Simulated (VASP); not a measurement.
Wanted: the native input for a VASP 6.6.1 run.

```yaml
Task: single point
Functional: PBE
Potentials_or_basis: VASP PAW PBE potentials, release 64 (W_sv, C)
Cutoff: 520 eV
k_mesh: 14 × 14 × 14
Occupations: fermi-dirac, width 0.1 eV
Spin: no spin polarisation
Dipole_correction: no
Further_INCAR_settings: ALGO = Normal; EDIFF = 1e-06; NBANDS = 16
```

The structure of WC lies in POSCAR:

```
WC
1.0
   -0.0054817100      2.1926840000      2.1926840000
    2.1926840000     -0.0054817100      2.1926840000
    2.1872022900      2.1872022900      0.0000000000
W C
1 1
Direct
    0.0000000000      0.0000000000      0.0000000000
    0.5000000000      0.5000000000      0.5000000000
```

These files were run (other wordings do the same):

INCAR

```
SYSTEM = WC
ALGO = Normal ; EDIFF = 1E-6
ENCUT = 520 ; GGA = PE
ISIF = 2 ; ISMEAR = -1
LASPH = .True. ; LCHARG = .False.
LREAL = .False. ; LWAVE = .False.
NBANDS = 16 ; NELM = 80
PREC = Accurate ; SIGMA = 0.1
```

KPOINTS

```
k-points
0
Gamma
  14 14 14
  0 0 0
```

Potentials or basis: VASP PAW PBE potentials, release 64 (W_sv, C).

Launch:

```console
$ cat potpaw_PBE.64/W_sv/POTCAR potpaw_PBE.64/C/POTCAR > POTCAR
$ mpirun -np 1 vasp_std > vasp.out
```

It gave:

```
Pressure               : -0.3 GPa
Band gap on the k mesh : zero (bands 9 and 10 overlap by 3.10 eV)
```

Caveat: spin-orbit coupling is left out, which moves the levels of the heavy elements.

Wall time 2 min on 1 thread of Intel Xeon 8259CL (shared host), peak memory 0.26 GiB.
